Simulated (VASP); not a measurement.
# C (P6/mmm) in VASP: further runs, part 2 of 2

VASP 6.6.1.

## (4) Single point, revPBE

This run uses another cell than the first one, of 23.69 Å³/atom.

File INCAR:

```
SYSTEM = C
  PREC = Accurate
  ENCUT = 520
  EDIFF = 1E-6
  ISMEAR = -1
  SIGMA = 0.1
  LREAL = .FALSE.
  LASPH = .TRUE.
  NELM = 60
  ALGO = Normal
  ISIF = 2
  LWAVE = .FALSE.
  LCHARG = .TRUE.
  GGA = RE
  LELF = .TRUE.
  LVHAR = .TRUE.
  NBANDS = 13
```

File KPOINTS:

```
regular mesh
0
G
  11 11 15
  0 0 0
```

File POSCAR:

```
C
1.0
    7.9832360386      0.0000000001      0.0000000000
   -3.9916180194      6.9136852138      0.0000000000
    0.0000000000      0.0000000000      1.2877333603
C
3
Direct
    0.0000000000      0.0000000000      0.0000000000
    0.3333333333      0.6666666667      0.5000000000
    0.6666666667      0.3333333333      0.5000000000
```

Potentials or basis: VASP PAW PBE potentials, release 64 (C).

Launch:

```
$ cat potpaw_PBE.64/C/POTCAR > POTCAR
$ mpirun -np 1 vasp_std > vasp.out
```

OUTCAR:

```text
SYSTEM = C
   PREC = Accurate
   ENCUT = 520
   EDIFF = 1E-6
   ISMEAR = -1
   LREAL = .FALSE.
   LASPH = .TRUE.
   NELM = 60
   ISIF = 2
   GGA = RE

 ion  position               nearest neighbor table
   1  0.000  0.000  0.000-
   2  0.333  0.667  0.500-
   3  0.667  0.333  0.500-

  LATTYP: Found a hexagonal cell.
 ALAT       =     7.9832360386
 C/A-ratio  =     0.1613046832

  Lattice vectors:

 A1 = (   7.9832360386,   0.0000000001,   0.0000000000)
 A2 = (  -3.9916180194,   6.9136852138,   0.0000000000)
 A3 = (   0.0000000000,   0.0000000000,   1.2877333603)

Analysis of symmetry for initial positions (statically):
=====================================================================
 Subroutine PRICEL returns:
 Original cell was already a primitive cell.

 Routine SETGRP: Setting up the symmetry group for a
 hexagonal supercell.

 Subroutine GETGRP returns: Found 24 space group operations
 (whereof 24 operations were pure point group operations)
 out of a pool of 24 trial point group operations.

The static configuration has the point symmetry D_6h.

Analysis of symmetry for dynamics (positions and initial velocities):
=====================================================================
 Subroutine PRICEL returns:
 Original cell was already a primitive cell.

 Routine SETGRP: Setting up the symmetry group for a
 hexagonal supercell.

 Subroutine GETGRP returns: Found 24 space group operations
 (whereof 24 operations were pure point group operations)
 out of a pool of 24 trial point group operations.

The dynamic configuration has the point symmetry D_6h.

 Subroutine INISYM returns: Found 24 space group operations
 (whereof 24 operations are pure point group operations),
 and found     1 'primitive' translations

----------------------------------------------------------------------------------------

                                     Primitive cell

  volume of cell :      71.0746

  direct lattice vectors                    reciprocal lattice vectors
     7.983236039  0.000000000  0.000000000     0.125262487  0.072320331  0.000000000
    -3.991618019  6.913685214  0.000000000    -0.000000000  0.144640661  0.000000000
     0.000000000  0.000000000  1.287733360     0.000000000  0.000000000  0.776558277

  length of vectors
     7.983236039  7.983236039  1.287733360     0.144640661  0.144640661  0.776558277

  position of ions in fractional coordinates (direct lattice)
     0.000000000  0.000000000  0.000000000
     0.333333333  0.666666667  0.500000000
     0.666666667  0.333333333  0.500000000

  ion indices of the primitive-cell ions
   primitive index   ion index
                 1           1
                 2           2
                 3           3

----------------------------------------------------------------------------------------

 KPOINTS: regular mesh

Automatic generation of k-mesh.
 Grid dimensions read from file:
 generate k-points for:   11   11   15

 Generating k-lattice:

  Cartesian coordinates                     Fractional coordinates (reciprocal lattice)
     0.011387499  0.006574576  0.000000000     0.090909091 -0.000000000  0.000000000
    -0.000000000  0.013149151  0.000000000    -0.000000000  0.090909091  0.000000000
     0.000000000  0.000000000  0.051770552     0.000000000  0.000000000  0.066666667

  Length of vectors
     0.013149151  0.013149151  0.051770552

  Shift w.r.t. Gamma in fractional coordinates (k-lattice)
     0.000000000  0.000000000  0.000000000

 Subroutine IBZKPT returns following result:
 ===========================================

 Found    128 irreducible k-points:

 Following reciprocal coordinates:
            Coordinates               Weight
  0.000000  0.000000  0.000000      1.000000
  0.090909  0.000000  0.000000      6.000000
  0.181818  0.000000  0.000000      6.000000
  0.272727  0.000000  0.000000      6.000000
  0.363636  0.000000  0.000000      6.000000
  0.454545  0.000000  0.000000      6.000000
[... 16 lines left out ...]
  0.090909  0.090909  0.066667     12.000000
  0.181818  0.090909  0.066667     24.000000
 [... further k-points ...]
   k-points           NKPTS =    128   k-points in BZ     NKDIM =    128   number of bands    NBANDS=     13
   number of dos      NEDOS =    301   number of ions     NIONS =      3
   total plane-waves  NPLWV =  36000
   dimension x,y,z NGX =    60 NGY =   60 NGZ =   10
   dimension x,y,z NGXF=   120 NGYF=  120 NGZF=   20
   ions per type =               3
   NGX,Y,Z   is equivalent  to a cutoff of  12.49, 12.49, 12.91 a.u.
   NGXF,Y,Z  is equivalent  to a cutoff of  24.99, 24.99, 25.82 a.u.
 SYSTEM =  C
   PREC   = accura    normal or accurate (medium, high low for compatibility)
   ISTART =      0    job   : 0-new  1-cont  2-samecut
   ICHARG =      2    charge: 1-file 2-atom 10-const
   ISPIN  =      1    spin polarized calculation?
   LNONCOLLINEAR =      F non collinear calculations
   LSORBIT =      F    spin-orbit coupling
   LASPH  =      T    aspherical Exc in radial PAW
   ENCUT  =  520.0 eV  38.22 Ry    6.18 a.u.  14.84 14.84  2.39*2*pi/ulx,y,z
   NELM   =     60;   NELMIN=  2; NELMDL= -5     # of ELM steps
   EDIFF  = 0.1E-05   stopping-criterion for ELM
   LREAL  =      F    real-space projection
   EDIFFG = 0.1E-04   stopping-criterion for IOM
   NSW    =      0    number of steps for IOM
   IBRION =     -1    ionic relax: 0-MD 1-quasi-New 2-CG
   NFREE  =      0    steps in history (QN), initial steepest desc. (CG)
   ISIF   =      2    stress and relaxation
   ISYM   =      2    0-nonsym 1-usesym 2-fastsym
   POTIM  = 0.5000    time-step for ionic-motion
   TEBEG  =    0.0;   TEEND  =   0.0 temperature during run
   PSTRESS=    0.0 pullay stress
   NELECT =      12.0000    total number of electrons
   NUPDOWN=      -1.0000    fix difference up-down
   EMIN   =  10.00;   EMAX   =-10.00  energy-range for DOS
   EFERMI =   0.00;   METHOD = LEGACY
   ISMEAR =    -1;   SIGMA  =   0.10  broadening in eV -4-tet -1-fermi 0-gaus
   EFERMI_NEDOS =   21; number of points for ismear=-14 and -15
   IALGO  =     38    algorithm
   IMIX   =      4    mixing-type and parameters
     AMIX     =   0.40;   BMIX     =  1.00
     AMIX_MAG =   1.60;   BMIX_MAG =  1.00
  volume/ion in A,a.u.               =      23.69       159.88
  Fermi-wavevector in a.u.,A,eV,Ry     =   0.904823  1.709868 11.139159  0.818705
  Thomas-Fermi vector in A             =   2.028317
   LORBIT       =      0    0 simple, 1 ext, 2 COOP (PROOUT), +10 PAW based schemes
   GGA     = RE    functional components
   LHFCALC =     F    Hartree Fock is set to
   AEXX    =    0.0000 exact exchange contribution
   IVDW    =     0    specifies the selected vdW correction
   LEPSILON=     F    determine dielectric tensor
   LRPA    =     F    only Hartree local field effects (RPA)
 non-spin polarized calculation
  energy-cutoff  :      520.00
  volume of cell :       71.07
 maximum number of plane-waves:      1967
 NGX is ok and might be reduce to    60
   NGX = 29   NGY = 29   NGZ =  5

 number of electron      12.0000000 magnetization

 Free energy of the ion-electron system (eV)
  ---------------------------------------------------
  ext. energy  EPLUGINS =         0.00000000
  ---------------------------------------------------
  free energy    TOTEN  =       -23.78378484 eV

  energy without entropy =      -23.70237408  energy(sigma->0) =      -23.74307946

 E-fermi :  -1.1432     XC(G=0):  -5.6537

 val. band max:       -1.1490209540   @ k =   0.3636   0.0909   0.2667
 cond. band min:      -1.1407895311   @ k =   0.2727   0.0909   0.2667
 fundamental gap:      0.0082314229
 Fermi energy:        -1.1432330308

 k-point     1 :       0.0000    0.0000    0.0000
  band No.  band energies     occupation
      1     -18.0371      2.00000
      2     -18.0043      2.00000
      3     -18.0043      2.00000
      4      -7.0604      2.00000
      5      -7.0604      2.00000
      6      -7.0604      2.00000
      7      -7.0604      2.00000
      8      -6.8555      2.00000
      9      -6.8555      2.00000
     10       2.2628      0.00000
     11       5.2014      0.00000
     12       5.2014      0.00000
     13       5.2014      0.00000
[... 353 lines left out ...]
 k-point    24 :       0.1818    0.0909    0.0667
  band No.  band energies     occupation
      1     -17.8017      2.00000
      2     -17.7780      2.00000
      3     -17.7772      2.00000
      4      -6.7372      2.00000
      5      -6.7223      2.00000
      6      -6.6004      2.00000
      7      -6.5948      2.00000
      8      -6.5313      2.00000
      9      -6.4885      2.00000
     10       2.8948      0.00000
     11       4.9127      0.00000
     12       5.0946      0.00000
     13       5.6461      0.00000

 [... further k-points ...]
[... 5 lines left out ...]
  --------------------------------------------------------------------------------------
  -------------------------------------------------------------------------------------
  Total        0.0052042      0.0052042     -0.1109903     -0.0000000      0.0000000     -0.0000000
  in kB        0.1173149      0.1173149     -2.5019634     -0.0000000      0.0000000     -0.0000000
  external PRESSURE =      -0.7557778 kB  Pullay stress =       0.0000000 kB

 VOLUME and BASIS-vectors are now :
 -----------------------------------------------------------------------------
  energy-cutoff  :      520.00
  volume of cell :       71.07
      direct lattice vectors                 reciprocal lattice vectors
     7.983236039  0.000000000  0.000000000     0.125262487  0.072320331  0.000000000
    -3.991618019  6.913685214  0.000000000    -0.000000000  0.144640661  0.000000000
     0.000000000  0.000000000  1.287733360     0.000000000  0.000000000  0.776558277

 POSITION                                       TOTAL-FORCE (eV/Angst)
 -----------------------------------------------------------------------------------
      0.00000      0.00000      0.00000        -0.000000      0.000000      0.000000
     -0.00000      4.60912      0.64387         0.000000      0.000000     -0.000000
      3.99162      2.30456      0.64387        -0.000000     -0.000000      0.000000
 -----------------------------------------------------------------------------------
    total drift:                                0.000000      0.000000      0.000000

  FREE ENERGIE OF THE ION-ELECTRON SYSTEM (eV)
  ---------------------------------------------------
  free  energy   TOTEN  =       -23.7837848379 eV

  energy  without entropy=      -23.7023740783  energy(sigma->0) =      -23.74307946
```

OSZICAR:

```text
N       E                     dE             d eps       ncg     rms          rms(c)
DAV:   1     0.418561408455E+02    0.41856E+02   -0.57994E+03  3357   0.771E+02
DAV:   2    -0.217037275525E+02   -0.63560E+02   -0.59970E+02  4466   0.154E+02
DAV:   3    -0.260952857682E+02   -0.43916E+01   -0.43529E+01  3688   0.388E+01
DAV:   4    -0.261566947951E+02   -0.61409E-01   -0.61357E-01  4385   0.606E+00
DAV:   5    -0.261575720128E+02   -0.87722E-03   -0.87716E-03  4265   0.654E-01    0.851E+00
DAV:   6    -0.242922057606E+02    0.18654E+01   -0.17194E+00  3613   0.793E+00    0.489E+00
DAV:   7    -0.237739489958E+02    0.51826E+00   -0.16582E+00  3748   0.776E+00    0.150E+00
DAV:   8    -0.237855100159E+02   -0.11561E-01   -0.66489E-02  3563   0.168E+00    0.215E-01
DAV:   9    -0.237843385058E+02    0.11715E-02   -0.19229E-03  4184   0.274E-01    0.165E-01
DAV:  10    -0.237841238584E+02    0.21465E-03   -0.48715E-04  4624   0.101E-01    0.144E-01
DAV:  11    -0.237837560244E+02    0.36783E-03   -0.21778E-03  3640   0.309E-01    0.132E-01
DAV:  12    -0.237837768724E+02   -0.20848E-04   -0.62544E-05  3728   0.660E-02    0.140E-02
DAV:  13    -0.237837844161E+02   -0.75437E-05   -0.73104E-06  3703   0.247E-02    0.114E-02
DAV:  14    -0.237837848379E+02   -0.42175E-06   -0.27739E-06  3729   0.148E-02
   1 F= -.23783785E+02 E0= -.23743079E+02  d E =-.814108E-01
```

It took 2.1 min on 1 thread of Intel Xeon 8259CL, shared host; peak memory 0.23 GiB.

What came out:

```
Free energy            : -23.7838 eV
Pressure               : -0.1 GPa
Band gap on the k mesh : zero (bands 6 and 7 overlap by 13.86 eV)
```

Caveat: the PAW data sets were made with another functional, which shifts forces and pressure a little.

## (5) The runs side by side

| task | cell | k mesh | cutoff (eV) | gap on the mesh (eV) | pressure (GPa) |
| --- | --- | --- | --- | --- | --- |
| single point | a = 7.875, b = 7.875, c = 1.270 Å, angles 90.0, 90.0, 120.0°, 3 atoms | 5 × 5 × 27 | 520 | none | 3.7 |
| relaxation of cell and atoms | relaxed from a = 3.344, b = 3.344, c = 2.050 Å, angles 90.0, 90.0, 120.0°, 3 atoms | 11 × 11 × 15 | 600 | none | 0.0 |
| single point | a = 7.983, b = 7.983, c = 1.288 Å, angles 90.0, 90.0, 120.0°, 3 atoms | 11 × 11 × 15 | 520 | none | -0.1 |

Alike in all rows: level revPBE; potentials or basis VASP PAW PBE potentials, release 64 (C); no spin polarisation; smearing fermi-dirac 0.1 eV.

Caveats: the PAW data sets were made with another functional, which shifts forces and pressure a little; the stress differs along the axes, from 0 to 11 GPa (at least some runs); the volume moved by over 15 % at a fixed basis, so the end points are rough (at least some runs).

Absolute energies hang on the potentials; compare differences alone.

The gap in the log of VASP goes by the Fermi energy; the results here count the filled bands.